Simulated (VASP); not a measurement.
# Mg7Te (Im-3m) in VASP: notebook

Mg7Te is run at these levels: PBE; tasks: single point, relaxation of cell and atoms.

Everything below comes from runs of VASP 6.6.1. Logs are shortened: lines on timing, memory, paths and dates and some standing lists are left out, and cuts for length are marked.

## 1. The cell of the first run

Symmetry: Im-3m, No. 229, cubic system. Conventional cell: a = 7.249 Å, b = 7.249 Å, c = 7.249 Å, α = 90.00°, β = 90.00°, γ = 90.00°. Mg (site symmetry -3m) has 12 Mg at 3.14 to 3.62 Å and 2 Te at 3.14 Å within 4.1 Å. Within 4.1 Å of Mg (site symmetry 4/mmm) lie 12 Mg at 3.14 to 3.62 Å and 2 Te at 3.62 Å. Te (site symmetry m-3m) has 14 Mg at 3.14 to 3.62 Å within 4.1 Å.

## 2. Single point, PBE

Contents of INCAR:

```
PREC = Accurate
ENCUT = 520
EDIFF = 1E-6
ISMEAR = 0
SIGMA = 0.2
LREAL = False
LASPH = True
NELM = 100
ALGO = Normal
ISIF = 2
LWAVE = False
LCHARG = False
GGA = PE
NBANDS = 20
```

Contents of KPOINTS:

```
Automatic mesh
0
Gamma
  4 4 4
```

Contents of POSCAR:

```
Mg7Te
1.0
   -3.6244175341      3.6244175341      3.6244175341
    3.6244175341     -3.6244175341      3.6244175341
    3.6244175341      3.6244175341     -3.6244175341
Mg Te
7 1
Direct
    0.0000000000      0.5000000000      0.0000000000
    0.5000000000      0.5000000000      0.0000000000
    0.5000000000      0.0000000000      0.0000000000
    0.5000000000      0.0000000000      0.5000000000
    0.5000000000      0.5000000000      0.5000000000
    0.0000000000      0.5000000000      0.5000000000
    0.0000000000      0.0000000000      0.5000000000
    0.0000000000      0.0000000000      0.0000000000
```

Potentials or basis: VASP PAW PBE potentials, release 64 (Mg, Te).

Launch:

```
> cat potpaw_PBE.64/Mg/POTCAR potpaw_PBE.64/Te/POTCAR > POTCAR
> mpirun -np 1 vasp_std > vasp.out
```

OUTCAR:

```text
PREC = Accurate
   ENCUT = 520
   EDIFF = 1E-6
   ISMEAR = 0
   LREAL = False
   LASPH = True
   NELM = 100
   ISIF = 2
   GGA = PE

 ion  position               nearest neighbor table
   1  0.000  0.500  0.000-   2 3.14   4 3.14   6 3.14   8 3.14   6 3.14   8 3.14   2 3.14   4 3.14
                             7 3.62   7 3.62   5 3.62   5 3.62   3 3.62   3 3.62
   2  0.500  0.500  0.000-   1 3.14   3 3.14   5 3.14   7 3.14   5 3.14   3 3.14   1 3.14   7 3.14
                             4 3.62   4 3.62   8 3.62   6 3.62   8 3.62   6 3.62
   3  0.500  0.000  0.000-   2 3.14   4 3.14   6 3.14   8 3.14   4 3.14   2 3.14   8 3.14   6 3.14
                             7 3.62   5 3.62   5 3.62   7 3.62   1 3.62   1 3.62
   4  0.500  0.000  0.500-   1 3.14   3 3.14   5 3.14   7 3.14   3 3.14   5 3.14   7 3.14   1 3.14
                             2 3.62   2 3.62   8 3.62   8 3.62   6 3.62   6 3.62
   5  0.500  0.500  0.500-   2 3.14   4 3.14   6 3.14   8 3.14   2 3.14   4 3.14   6 3.14   8 3.14
                             7 3.62   3 3.62   1 3.62   1 3.62   7 3.62   3 3.62
   6  0.000  0.500  0.500-   1 3.14   3 3.14   5 3.14   7 3.14   1 3.14   7 3.14   5 3.14   3 3.14
                             4 3.62   8 3.62   8 3.62   2 3.62   4 3.62   2 3.62
   7  0.000  0.000  0.500-   2 3.14   4 3.14   6 3.14   8 3.14   8 3.14   6 3.14   4 3.14   2 3.14
                             3 3.62   1 3.62   1 3.62   3 3.62   5 3.62   5 3.62
   8  0.000  0.000  0.000-   1 3.14   3 3.14   5 3.14   7 3.14   7 3.14   1 3.14   3 3.14   5 3.14
                             6 3.62   6 3.62   4 3.62   4 3.62   2 3.62   2 3.62

  LATTYP: Found a body centered cubic cell.
 ALAT       =     7.2488350682

  Lattice vectors:

 A1 = (  -3.6244175341,   3.6244175341,   3.6244175341)
 A2 = (   3.6244175341,  -3.6244175341,   3.6244175341)
 A3 = (   3.6244175341,   3.6244175341,  -3.6244175341)

Analysis of symmetry for initial positions (statically):
=====================================================================
 Subroutine PRICEL returns:
 Original cell was already a primitive cell.

 Routine SETGRP: Setting up the symmetry group for a
 body centered cubic supercell.

 Subroutine GETGRP returns: Found 48 space group operations
 (whereof 48 operations were pure point group operations)
 out of a pool of 48 trial point group operations.

The static configuration has the point symmetry O_h .

Analysis of symmetry for dynamics (positions and initial velocities):
=====================================================================
 Subroutine PRICEL returns:
 Original cell was already a primitive cell.

 Routine SETGRP: Setting up the symmetry group for a
 body centered cubic supercell.
[... 109 lines left out ...]
   TEBEG  =    0.0;   TEEND  =   0.0 temperature during run
   PSTRESS=    0.0 pullay stress
   NELECT =      20.0000    total number of electrons
   NUPDOWN=      -1.0000    fix difference up-down
   EMIN   =  10.00;   EMAX   =-10.00  energy-range for DOS
   EFERMI =   0.00;   METHOD = LEGACY
   ISMEAR =     0;   SIGMA  =   0.20  broadening in eV -4-tet -1-fermi 0-gaus
   EFERMI_NEDOS =   21; number of points for ismear=-14 and -15
   IALGO  =     38    algorithm
   IMIX   =      4    mixing-type and parameters
     AMIX     =   0.40;   BMIX     =  1.00
     AMIX_MAG =   1.60;   BMIX_MAG =  1.00
  volume/ion in A,a.u.               =      23.81       160.65
  Fermi-wavevector in a.u.,A,eV,Ry     =   0.772372  1.459572  8.116675  0.596559
  Thomas-Fermi vector in A             =   1.873990
   LORBIT       =      0    0 simple, 1 ext, 2 COOP (PROOUT), +10 PAW based schemes
   GGA     = PE    functional components
   LHFCALC =     F    Hartree Fock is set to
   AEXX    =    0.0000 exact exchange contribution
   IVDW    =     0    specifies the selected vdW correction
   LEPSILON=     F    determine dielectric tensor
   LRPA    =     F    only Hartree local field effects (RPA)
 non-spin polarized calculation
 Gauss-broadening in eV      SIGMA  =   0.20
  energy-cutoff  :      520.00
  volume of cell :      190.45
 maximum number of plane-waves:      5162
 NGX is ok and might be reduce to    48
   NGX = 23   NGY = 23   NGZ = 23

 number of electron      19.9999999 magnetization

 Free energy of the ion-electron system (eV)
  ---------------------------------------------------
  ext. energy  EPLUGINS =         0.00000000
  ---------------------------------------------------
  free energy    TOTEN  =       -13.96696353 eV

  energy without entropy =      -13.86654089  energy(sigma->0) =      -13.91675221

 E-fermi :   3.7718     XC(G=0):  -8.6895

 val. band max:        3.7083533242   @ k =   0.2500   0.0000   0.0000
 cond. band min:       3.8371061148   @ k =   0.2500   0.2500   0.2500
 fundamental gap:      0.1287527906
 Fermi energy:         3.7718022873

 k-point     1 :       0.0000    0.0000    0.0000
  band No.  band energies     occupation
      1      -8.2797      2.00000
      2      -2.0490      2.00000
      3      -0.5288      2.00000
      4      -0.5288      2.00000
      5      -0.5288      2.00000
      6       2.0499      2.00000
[... 173 lines left out ...]
     19       9.3192      0.00000
     20       9.3220      0.00000

------------------------ aborting loop because EDIFF is reached ----------------------------------------

  FORCE on cell =-STRESS in cart. coord.  units (eV):
  Direction    XX          YY          ZZ          XY          YZ          ZX
  --------------------------------------------------------------------------------------
  -------------------------------------------------------------------------------------
  Total        0.1978677      0.1978677      0.1978677     -0.0000000      0.0000000     -0.0000000
  in kB        1.6646038      1.6646038      1.6646038     -0.0000000      0.0000000     -0.0000000
  external PRESSURE =       1.6646038 kB  Pullay stress =       0.0000000 kB

 VOLUME and BASIS-vectors are now :
 -----------------------------------------------------------------------------
  energy-cutoff  :      520.00
  volume of cell :      190.45
      direct lattice vectors                 reciprocal lattice vectors
    -3.624417534  3.624417534  3.624417534     0.000000000  0.137953201  0.137953201
     3.624417534 -3.624417534  3.624417534     0.137953201  0.000000000  0.137953201
     3.624417534  3.624417534 -3.624417534     0.137953201  0.137953201  0.000000000

 POSITION                                       TOTAL-FORCE (eV/Angst)
 -----------------------------------------------------------------------------------
      1.81221     -1.81221      1.81221        -0.000000      0.000000      0.000000
      0.00000      0.00000      3.62442         0.000000      0.000000      0.000000
     -1.81221      1.81221      1.81221         0.000000      0.000000      0.000000
      0.00000      3.62442      0.00000        -0.000000      0.000000     -0.000000
      1.81221      1.81221      1.81221         0.000000     -0.000000     -0.000000
      3.62442      0.00000      0.00000        -0.000000     -0.000000     -0.000000
      1.81221      1.81221     -1.81221         0.000000      0.000000      0.000000
      0.00000      0.00000      0.00000        -0.000000      0.000000      0.000000
 -----------------------------------------------------------------------------------
    total drift:                               -0.000000      0.000000      0.000000

  FREE ENERGIE OF THE ION-ELECTRON SYSTEM (eV)
  ---------------------------------------------------
  free  energy   TOTEN  =       -13.9669635255 eV

  energy  without entropy=      -13.8665408889  energy(sigma->0) =      -13.91675221
```

OSZICAR:

```text
N       E                     dE             d eps       ncg     rms          rms(c)
DAV:   1     0.261162715861E+02    0.26116E+02   -0.60583E+03   320   0.737E+02
DAV:   2    -0.117329603244E+02   -0.37849E+02   -0.36446E+02   396   0.890E+01
DAV:   3    -0.140672919412E+02   -0.23343E+01   -0.22991E+01   416   0.190E+01
DAV:   4    -0.140951743719E+02   -0.27882E-01   -0.27869E-01   388   0.253E+00
DAV:   5    -0.140956200292E+02   -0.44566E-03   -0.44565E-03   376   0.372E-01    0.716E+00
DAV:   6    -0.140161417769E+02    0.79478E-01   -0.41143E-02   376   0.900E-01    0.441E+00
DAV:   7    -0.139693601760E+02    0.46782E-01   -0.71305E-02   364   0.105E+00    0.298E-01
DAV:   8    -0.139671626512E+02    0.21975E-02   -0.48184E-03   368   0.330E-01    0.315E-01
DAV:   9    -0.139670787995E+02    0.83852E-04   -0.14730E-03   364   0.150E-01    0.102E-01
DAV:  10    -0.139669670000E+02    0.11180E-03   -0.63695E-05   396   0.393E-02    0.359E-02
DAV:  11    -0.139669631675E+02    0.38325E-05   -0.44078E-06   384   0.109E-02    0.328E-02
DAV:  12    -0.139669635255E+02   -0.35797E-06   -0.11503E-06   256   0.425E-03
   1 F= -.13966964E+02 E0= -.13916752E+02  d E =-.100423E+00
```

stdout:

```text
POSCAR found type information on POSCAR MgTe
 POSCAR found :  2 types and       8 ions
 scaLAPACK will be used
 LDA part: xc-table for (Slater+PW92), standard interpolation
 POSCAR, INCAR and KPOINTS ok, starting setup
 FFT: planning ... GRIDC
 FFT: planning ... GRID_SOFT
 FFT: planning ... GRID
 WAVECAR not read
 entering main loop
```

Run time: 49 s. Hardware: 1 thread of Intel Xeon 8259CL, shared host; peak memory 0.32 GiB.

Results:

* Free energy: -13.9670 eV
* Pressure: 0.2 GPa
* Band gap on the k mesh: zero (bands 10 and 11 overlap by 1.70 eV)

Levels at points of the mesh, in eV from the Fermi level:
| k point | band 6 | band 7 | band 8 | band 9 | band 10 | band 11 | band 12 | band 13 | band 14 | band 15 |
| --- | --- | --- | --- | --- | --- | --- | --- | --- | --- | --- |
| (0.00, 0.00, 0.00) | -1.72 | -1.72 | -1.72 | -1.38 | -1.38 | -1.38 | -1.27 | -1.27 | 2.09 | 2.09 |
| (0.50, 0.00, 0.00) | -2.93 | -1.94 | -1.80 | -1.17 | -0.50 | 0.67 | 0.82 | 1.29 | 1.90 | 2.11 |
| (0.50, 0.50, 0.50) | -4.27 | -1.14 | -1.14 | -1.14 | -0.35 | 0.71 | 0.71 | 0.71 | 2.36 | 3.37 |

Caveat: spin-orbit coupling is left out, which moves the levels of the heavy elements.

## 3. Single point, PBE

Contents of INCAR:

```
SYSTEM = Mg7Te
ALGO = Fast
EDIFF = 1E-7
ENCUT = 520
GGA = PE
ISIF = 2
ISMEAR = 0
LASPH = .True.
LCHARG = .False.
LREAL = .False.
LWAVE = .False.
NBANDS = 20
NELM = 100
PREC = Accurate
SIGMA = 0.1
```

Contents of KPOINTS:

```
k-points
0
Gamma
  6 6 6
  0 0 0
```

POSCAR is that of step 2.

Potentials or basis: VASP PAW PBE potentials, release 64 (Mg, Te).

Launch:

```
> cat potpaw_PBE.64/Mg/POTCAR potpaw_PBE.64/Te/POTCAR > POTCAR
> mpirun -np 1 vasp_std > vasp.out
```

Wall time 2.2 min (1 thread of Intel Xeon 8259CL, shared host); peak memory 0.35 GiB.

It converged, with:

* Free energy: -13.9600 eV
* Pressure: -0.1 GPa
* Band gap on the k mesh: zero (bands 10 and 11 overlap by 1.60 eV)

Levels at points of the mesh, in eV from the Fermi level:
```tsv
k point	band 6	band 7	band 8	band 9	band 10	band 11	band 12	band 13	band 14	band 15
(0.00, 0.00, 0.00)	-1.57	-1.57	-1.57	-1.23	-1.23	-1.23	-1.13	-1.13	2.23	2.23
(0.50, 0.00, 0.00)	-2.78	-1.82	-1.66	-1.02	-0.36	0.82	0.96	1.43	2.04	2.26
(0.50, 0.50, 0.50)	-4.12	-1.01	-1.01	-1.01	-0.21	0.86	0.86	0.86	2.51	3.51
```

Caveat: spin-orbit coupling is left out, which moves the levels of the heavy elements.

## 4. Relaxation of cell and atoms, PBE

This run uses another cell than the first one, of 18.30 Å³/atom.

Contents of INCAR:

```
SYSTEM = Mg7Te
ALGO = Normal ; EDIFF = 1E-6
EDIFFG = -0.08 ; ENCUT = 600
GGA = PE ; IBRION = 2
ISIF = 3 ; ISMEAR = 0
LASPH = .True. ; LCHARG = .False.
LREAL = .False. ; LWAVE = .False.
NELM = 100 ; NSW = 36
PREC = Accurate ; SIGMA = 0.2
```

Contents of KPOINTS:

```
k-points
0
Gamma
  4 4 4
  0 0 0
```

POSCAR, as its differences from that of step 3:

```diff
@@ -2,5 +2,5 @@
 1.0
-   -3.6244175341      3.6244175341      3.6244175341
-    3.6244175341     -3.6244175341      3.6244175341
-    3.6244175341      3.6244175341     -3.6244175341
+   -3.3200000000      3.3200000000      3.3200000000
+    3.3200000000     -3.3200000000      3.3200000000
+    3.3200000000      3.3200000000     -3.3200000000
 Mg Te
```

Launch:

```
> cat potpaw_PBE.64/Mg/POTCAR potpaw_PBE.64/Te/POTCAR > POTCAR
> mpirun -np 1 vasp_std > vasp.out
```

It took 2.4 min on 1 thread of Intel Xeon 8259CL, shared host; peak memory 0.34 GiB.

It converged, with:

| Item | Value |
| --- | --- |
| Free energy | -13.9666 eV |
| Relaxed volume | 24.03 Å³/atom |
| Relaxed cell | a = 6.297 Å, b = 6.297 Å, c = 6.297 Å, α = 109.47°, β = 109.47°, γ = 109.47° |
| Space group after relaxing (to 0.1 Å) | Im-3m (No. 229) |
| Energy gained by relaxing | 220.3 meV/atom |
| Ionic steps | 3 |
| Pressure after relaxing | -0.2 GPa |
| Band gap on the k mesh | zero (bands 10 and 11 overlap by 1.69 eV) |

Step by step:
| step | energy change (eV) | largest force (eV/Å) | pressure (GPa) | volume (Å³) |
| --- | --- | --- | --- | --- |
| 1 | 0.0000 | 0.0000 | 15.63 | 146.38 |
| 2 | -1.7546 | 0.0000 | 0.73 | 187.54 |
| 3 | -1.7627 | 0.0000 | -0.15 | 192.21 |

Final structure:
```
Mg Te
1.0
    -3.63558    3.63558    3.63558
     3.63558   -3.63558    3.63558
     3.63558    3.63558   -3.63558
Mg Te
7 1
Direct
  0.00000 0.50000 0.00000
  0.50000 0.50000 0.00000
  0.50000 0.00000 0.00000
  0.50000 0.00000 0.50000
  0.50000 0.50000 0.50000
  0.00000 0.50000 0.50000
  0.00000 0.00000 0.50000
  0.00000 0.00000 0.00000
```

Levels at points of the mesh, in eV from the Fermi level:
| k point | band 6 | band 7 | band 8 | band 9 | band 10 | band 11 | band 12 | band 13 | band 14 | band 15 |
| --- | --- | --- | --- | --- | --- | --- | --- | --- | --- | --- |
| (0.00, 0.00, 0.00) | -1.70 | -1.70 | -1.70 | -1.37 | -1.37 | -1.37 | -1.27 | -1.27 | 2.07 | 2.07 |
| (0.50, 0.00, 0.00) | -2.91 | -1.93 | -1.79 | -1.16 | -0.49 | 0.67 | 0.80 | 1.28 | 1.90 | 2.11 |
| (0.50, 0.50, 0.50) | -4.24 | -1.13 | -1.13 | -1.13 | -0.37 | 0.72 | 0.72 | 0.72 | 2.32 | 3.35 |

Caveat: the volume moved by over 15 % at a fixed basis, so the end points are rough; spin-orbit coupling is left out, which moves the levels of the heavy elements.

## 5. Overview

```csv
task,cell,k mesh,cutoff (eV),smearing,gap on the mesh (eV),pressure (GPa)
single point,"a = 6.278 Å, angles 109.5°, 8 atoms",4 × 4 × 4,520,gaussian 0.2 eV,none,0.2
single point,"a = 6.278 Å, angles 109.5°, 8 atoms",6 × 6 × 6,520,gaussian 0.1 eV,none,-0.1
relaxation of cell and atoms,"relaxed from a = 5.750 Å, angles 109.5°, 8 atoms",4 × 4 × 4,600,gaussian 0.2 eV,none,-0.2
```

Alike in all rows: level PBE; potentials or basis VASP PAW PBE potentials, release 64 (Mg, Te); no spin polarisation.

Caveats: spin-orbit coupling is left out, which moves the levels of the heavy elements; the volume moved by over 15 % at a fixed basis, so the end points are rough (at least some runs).

Total energies depend on the potentials used, so only differences within one code and one set of settings carry meaning.
